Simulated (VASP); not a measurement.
# Ti2Co (Fd-3m) in VASP: a series of runs, part 2 of 3

VASP 6.6.1. Earlier steps stand in the parts before.

**3. Single point, r2SCAN, collinear spin, ferromagnetic start (equal strain along all axes, cell held: +2.0 %)**

The input, POSCAR:

```
Ti2Co
1.0
    0.0000000000      3.6357487982      3.6357487982
    3.6357487982      0.0000000000      3.6357487982
    3.6357487982      3.6357487982      0.0000000000
Ti Co
4 2
Direct
    0.1250000000      0.1250000000      0.1250000000
    0.6250000000      0.1250000000      0.1250000000
    0.1250000000      0.1250000000      0.6250000000
    0.1250000000      0.6250000000      0.1250000000
    0.5000000000      0.5000000000      0.5000000000
    0.7500000000      0.7500000000      0.7500000000
```

The input, INCAR.step1:

```
SYSTEM = Ti2Co
PREC = Accurate
ENCUT = 520
ISMEAR = 0
SIGMA = 0.1
LREAL = .FALSE.
LASPH = .TRUE.
NELM = 150
ISPIN = 2
MAGMOM = 0.41 0.41 0.41 0.41 1.94 1.94
LMAXMIX = 4
NBANDS = 46
GGA = PE
ALGO = Normal
EDIFF = 1E-4
LWAVE = .TRUE.
LCHARG = .FALSE.
```

The input, INCAR.step2:

```
SYSTEM = Ti2Co
PREC = Accurate
ENCUT = 520
EDIFF = 1E-6
ISMEAR = 0
SIGMA = 0.1
LREAL = .FALSE.
LASPH = .TRUE.
NELM = 150
ALGO = Normal
ISIF = 2
LWAVE = .FALSE.
LCHARG = .FALSE.
ISPIN = 2
MAGMOM = 0.41 0.41 0.41 0.41 1.94 1.94
LORBIT = 11
LMAXMIX = 4
METAGGA = R2SCAN
LMIXTAU = .TRUE.
NBANDS = 46
ISTART = 1
```

The input, KPOINTS:

```
Automatic mesh
0
G
  10 10 10
  0 0 0
```

Potentials or basis: VASP PAW PBE potentials, release 64 (Ti_sv, Co).

Command:

```console
$ cat potpaw_PBE.64/Ti_sv/POTCAR potpaw_PBE.64/Co/POTCAR > POTCAR
$ cp INCAR.step1 INCAR
$ mpirun -np 1 vasp_std > vasp.out
$ cp INCAR.step2 INCAR
$ mpirun -np 1 vasp_std > vasp.out
```

OUTCAR:

```text
SYSTEM = Ti2Co
   PREC = Accurate
   ENCUT = 520
   EDIFF = 1E-6
   ISMEAR = 0
   LREAL = .FALSE.
   LASPH = .TRUE.
   NELM = 150
   ISIF = 2
   ISPIN = 2
   LORBIT = 11
   METAGGA = R2SCAN
   ISTART = 1

 ion  position               nearest neighbor table
   1  0.125  0.125  0.125-   2 2.57   3 2.57   4 2.57   3 2.57   4 2.57   2 2.57   6 3.01   5 3.01
                             6 3.01   5 3.01   6 3.01   5 3.01
   2  0.625  0.125  0.125-   1 2.57   3 2.57   4 2.57   1 2.57   3 2.57   4 2.57   5 3.01   6 3.01
                             5 3.01   6 3.01   6 3.01   5 3.01
   3  0.125  0.125  0.625-   1 2.57   1 2.57   2 2.57   4 2.57   4 2.57   2 2.57   6 3.01   5 3.01
                             6 3.01   5 3.01   6 3.01   5 3.01
   4  0.125  0.625  0.125-   1 2.57   3 2.57   1 2.57   2 2.57   3 2.57   2 2.57   6 3.01   5 3.01
                             6 3.01   5 3.01   6 3.01   5 3.01
   5  0.500  0.500  0.500-   3 3.01   4 3.01   2 3.01   3 3.01   2 3.01   4 3.01   1 3.01   1 3.01
                             1 3.01   2 3.01   3 3.01   4 3.01
   6  0.750  0.750  0.750-   2 3.01   4 3.01   2 3.01   3 3.01   3 3.01   4 3.01   1 3.01   4 3.01
                             1 3.01   1 3.01   2 3.01   3 3.01

  LATTYP: Found a face centered cubic cell.
 ALAT       =     7.2714975964

  Lattice vectors:

 A1 = (   0.0000000000,   3.6357487982,   3.6357487982)
 A2 = (   3.6357487982,   0.0000000000,   3.6357487982)
 A3 = (   3.6357487982,   3.6357487982,   0.0000000000)

Analysis of symmetry for initial positions (statically):
=====================================================================
 Subroutine PRICEL returns:
 Original cell was already a primitive cell.

 Routine SETGRP: Setting up the symmetry group for a
 face centered cubic supercell.

 Subroutine GETGRP returns: Found 48 space group operations
 (whereof 24 operations were pure point group operations)
 out of a pool of 48 trial point group operations.

The static configuration has the point symmetry T_d .
 The point group associated with its full space group is O_h .

Analysis of symmetry for dynamics (positions and initial velocities):
=====================================================================
 Subroutine PRICEL returns:
 Original cell was already a primitive cell.

 Routine SETGRP: Setting up the symmetry group for a
 face centered cubic supercell.

 Subroutine GETGRP returns: Found 48 space group operations
 (whereof 24 operations were pure point group operations)
 out of a pool of 48 trial point group operations.

The dynamic configuration has the point symmetry T_d .
 The point group associated with its full space group is O_h .

Analysis of structural, dynamic, and magnetic symmetry:
=====================================================================
 Subroutine PRICEL returns:
 Original cell was already a primitive cell.

 Routine SETGRP: Setting up the symmetry group for a
 face centered cubic supercell.

 Subroutine GETGRP returns: Found 48 space group operations
 (whereof 24 operations were pure point group operations)
 out of a pool of 48 trial point group operations.

The overall configuration has the point symmetry T_d .
 The point group associated with its full space group is O_h .

 Subroutine INISYM returns: Found 48 space group operations
 (whereof 24 operations are pure point group operations),
 and found     1 'primitive' translations

[... 108 lines left out ...]
   ISIF   =      2    stress and relaxation
   ISYM   =      2    0-nonsym 1-usesym 2-fastsym
   POTIM  = 0.5000    time-step for ionic-motion
   TEBEG  =    0.0;   TEEND  =   0.0 temperature during run
   PSTRESS=    0.0 pullay stress
   NELECT =      66.0000    total number of electrons
   NUPDOWN=      -1.0000    fix difference up-down
   EMIN   =  10.00;   EMAX   =-10.00  energy-range for DOS
   EFERMI =   0.00;   METHOD = LEGACY
   ISMEAR =     0;   SIGMA  =   0.10  broadening in eV -4-tet -1-fermi 0-gaus
   EFERMI_NEDOS =   21; number of points for ismear=-14 and -15
   IALGO  =     38    algorithm
   IMIX   =      4    mixing-type and parameters
     AMIX     =   0.40;   BMIX     =  1.00
     AMIX_MAG =   1.60;   BMIX_MAG =  1.00
  volume/ion in A,a.u.               =      16.02       108.11
  Fermi-wavevector in a.u.,A,eV,Ry     =   1.444283  2.729299 28.381116  2.085953
  Thomas-Fermi vector in A             =   2.562595
   LORBIT       =     11    0 simple, 1 ext, 2 COOP (PROOUT), +10 PAW based schemes
   METAGGA = R2SCAN    functional components
   LHFCALC =     F    Hartree Fock is set to
   AEXX    =    0.0000 exact exchange contribution
   IVDW    =     0    specifies the selected vdW correction
   LEPSILON=     F    determine dielectric tensor
   LRPA    =     F    only Hartree local field effects (RPA)
 spin polarized calculation
 Gauss-broadening in eV      SIGMA  =   0.10
  energy-cutoff  :      520.00
  volume of cell :       96.12
 maximum number of plane-waves:      2637
 NGX is ok and might be reduce to    40
   NGX = 19   NGY = 19   NGZ = 19

 number of electron      65.9999980 magnetization       5.0025829

 Free energy of the ion-electron system (eV)
  ---------------------------------------------------
  ext. energy  EPLUGINS =         0.00000000
  ---------------------------------------------------
  free energy    TOTEN  =       -75.20502892 eV

  energy without entropy =      -75.17856403  energy(sigma->0) =      -75.19179648

 E-fermi :   7.7991     XC(G=0): -12.5694

 val. band max:        7.7939039607   @ k =   0.4000   0.3000   0.1000
 cond. band min:       7.8013937757   @ k =   0.5000   0.3000   0.1000
 fundamental gap:      0.0074898150
 Fermi energy:         7.7991330152

 spin component 1

 k-point     1 :       0.0000    0.0000    0.0000
  band No.  band energies     occupation
      1     -51.3091      1.00000
      2     -50.9678      1.00000
      3     -50.9678      1.00000
      4     -50.9678      1.00000
      5     -27.6232      1.00000
      6     -26.7739      1.00000
[... 1141 lines left out ...]
     44      10.2617      0.00000
     45      11.0776      0.00000

 [... further k-points ...]

 spin component 2

 k-point     1 :       0.0000    0.0000    0.0000
  band No.  band energies     occupation
      1     -50.8058      1.00000
      2     -50.4775      1.00000
      3     -50.4775      1.00000
      4     -50.4775      1.00000
      5     -26.9537      1.00000
      6     -26.2656      1.00000
[... 1141 lines left out ...]
     44      10.8883      0.00000
     45      11.3568      0.00000

 [... further k-points ...]

 [bands above 45 left out]

------------------------ aborting loop because EDIFF is reached ----------------------------------------

  FORCE on cell =-STRESS in cart. coord.  units (eV):
  Direction    XX          YY          ZZ          XY          YZ          ZX
  --------------------------------------------------------------------------------------
  -------------------------------------------------------------------------------------
  Total       -2.9532583     -2.9532583     -2.9532583     -0.0000000     -0.0000000     -0.0000000
  in kB      -49.2266640    -49.2266640    -49.2266640     -0.0000000     -0.0000000     -0.0000000
  external PRESSURE =     -49.2266640 kB  Pullay stress =       0.0000000 kB

 VOLUME and BASIS-vectors are now :
 -----------------------------------------------------------------------------
  energy-cutoff  :      520.00
  volume of cell :       96.12
      direct lattice vectors                 reciprocal lattice vectors
     0.000000000  3.635748798  3.635748798    -0.137523252  0.137523252  0.137523252
     3.635748798  0.000000000  3.635748798     0.137523252 -0.137523252  0.137523252
     3.635748798  3.635748798  0.000000000     0.137523252  0.137523252 -0.137523252

 POSITION                                       TOTAL-FORCE (eV/Angst)
 -----------------------------------------------------------------------------------
      0.90894      0.90894      0.90894        -0.000000      0.000000      0.000000
      0.90894      2.72681      2.72681        -0.000000      0.000000      0.000000
      2.72681      2.72681      0.90894        -0.000000      0.000000      0.000000
      2.72681      0.90894      2.72681        -0.000000      0.000000      0.000000
      3.63575      3.63575      3.63575         0.000000     -0.000000     -0.000000
      5.45362      5.45362      5.45362         0.000000      0.000000      0.000000
 -----------------------------------------------------------------------------------
    total drift:                                0.000000     -0.000000      0.000000

  FREE ENERGIE OF THE ION-ELECTRON SYSTEM (eV)
  ---------------------------------------------------
  free  energy   TOTEN  =       -75.2050289245 eV

  energy  without entropy=      -75.1785640294  energy(sigma->0) =      -75.19179648

 total charge

# of ion       s       p       d       tot
------------------------------------------
    1        2.262   6.118   2.033  10.413
    2        2.262   6.118   2.033  10.413
    3        2.262   6.118   2.033  10.413
    4        2.262   6.118   2.033  10.413
    5        0.406   0.369   7.063   7.839
    6        0.406   0.369   7.063   7.839
--------------------------------------------------
tot          9.862  25.210  22.258  57.331

 magnetization (x)

# of ion       s       p       d       tot
------------------------------------------
    1        0.008  -0.009   0.419   0.418
    2        0.008  -0.009   0.419   0.418
    3        0.008  -0.009   0.419   0.418
    4        0.008  -0.009   0.419   0.418
    5        0.018  -0.028   1.842   1.831
    6        0.018  -0.028   1.842   1.831
--------------------------------------------------
tot          0.067  -0.093   5.360   5.334
```

It took 1.6 h on 1 thread of Oxide Virtual Turin-like, shared host; peak memory 0.48 GiB.

What came out:

```
Free energy                                           : -75.2050 eV
Pressure                                              : -4.9 GPa
Net moment                                            : 5.00 μB per cell
Site moments                                          : Ti +0.42; Co +1.83 μB
Valence electrons inside the program's atomic spheres : Ti 10.41; Co 7.84
```

Caveat: the cell differs from its parent crystal (equal strain along all axes, cell held: +2.0 %); the cell stands under tension; the PAW data sets were made with another functional, which shifts forces and pressure a little.

**4. Single point, r2SCAN, collinear spin, ferromagnetic start**

POSCAR: that of step 3 with these lines changed.

```diff
@@ -2,5 +2,5 @@
 1.0
-    0.0000000000      3.6357487982      3.6357487982
-    3.6357487982      0.0000000000      3.6357487982
-    3.6357487982      3.6357487982      0.0000000000
+    0.0000000000      3.5644678041      3.5644678041
+    3.5644678041      0.0000000000      3.5644678041
+    3.5644678041      3.5644678041      0.0000000000
 Ti Co
```

The input, INCAR.step1:

```
  ALGO = Normal
  EDIFF = 1E-4
  ENCUT = 520
  GGA = PE
  ISMEAR = 0
  ISPIN = 2
  LASPH = True
  LCHARG = False
  LMAXMIX = 4
  LREAL = False
  LWAVE = True
  MAGMOM = 0.41 0.41 0.41 0.41 1.94 1.94
  NBANDS = 46
  NELM = 150
  PREC = Accurate
  SIGMA = 0.1
```

The input, INCAR.step2:

```
  ALGO = Normal
  EDIFF = 1E-6
  ENCUT = 520
  ISIF = 2
  ISMEAR = 0
  ISPIN = 2
  ISTART = 1
  LASPH = True
  LCHARG = False
  LMAXMIX = 4
  LMIXTAU = True
  LORBIT = 11
  LREAL = False
  LWAVE = False
  MAGMOM = 0.41 0.41 0.41 0.41 1.94 1.94
  METAGGA = R2SCAN
  NBANDS = 46
  NELM = 150
  PREC = Accurate
  SIGMA = 0.1
```

The input, KPOINTS:

```
k-points
0
Gamma
  10 10 10
```

Command:

```console
$ cat potpaw_PBE.64/Ti_sv/POTCAR potpaw_PBE.64/Co/POTCAR > POTCAR
$ cp INCAR.step1 INCAR
$ mpirun -np 1 vasp_std > vasp.out
$ cp INCAR.step2 INCAR
$ mpirun -np 1 vasp_std > vasp.out
```

It took 60 min on 1 thread of Oxide Virtual Turin-like, shared host; peak memory 0.47 GiB.

The run converged. Its results:

```
Free energy                                           : -75.2826 eV
Pressure                                              : 0.5 GPa
Net moment                                            : 4.81 μB per cell
Site moments                                          : Ti +0.41; Co +1.73 μB
Valence electrons inside the program's atomic spheres : Ti 10.49; Co 7.91
```

Levels at points of the mesh, in eV from the Fermi level:
Spin up:
| k point | band 31 | band 32 | band 33 | band 34 | band 35 | band 36 | band 37 | band 38 | band 39 | band 40 |
| --- | --- | --- | --- | --- | --- | --- | --- | --- | --- | --- |
| (0.00, 0.00, 0.00) | -2.04 | -1.05 | -1.05 | -1.05 | -0.75 | -0.75 | 3.06 | 3.36 | 3.36 | 3.36 |
| (0.50, 0.00, 0.00) | -1.14 | -1.14 | -0.32 | -0.32 | 0.15 | 0.15 | 0.37 | 0.74 | 0.81 | 0.81 |
| (0.50, 0.50, 0.00) | -1.08 | -1.08 | -0.40 | -0.40 | -0.32 | -0.32 | 0.97 | 0.97 | 1.02 | 1.02 |
Spin down:
```csv
k point,band 28,band 29,band 30,band 31,band 32,band 33,band 34,band 35
"(0.00, 0.00, 0.00)",-0.63,-0.40,-0.40,-0.40,0.64,0.64,0.88,0.88
"(0.50, 0.00, 0.00)",-0.73,-0.19,-0.19,0.10,0.26,0.26,0.34,0.76
"(0.50, 0.50, 0.00)",-1.09,-0.76,-0.76,0.30,0.30,0.73,0.73,1.35
```

Caveat: the PAW data sets were made with another functional, which shifts forces and pressure a little.

(Part 2 of 3 ends here.)
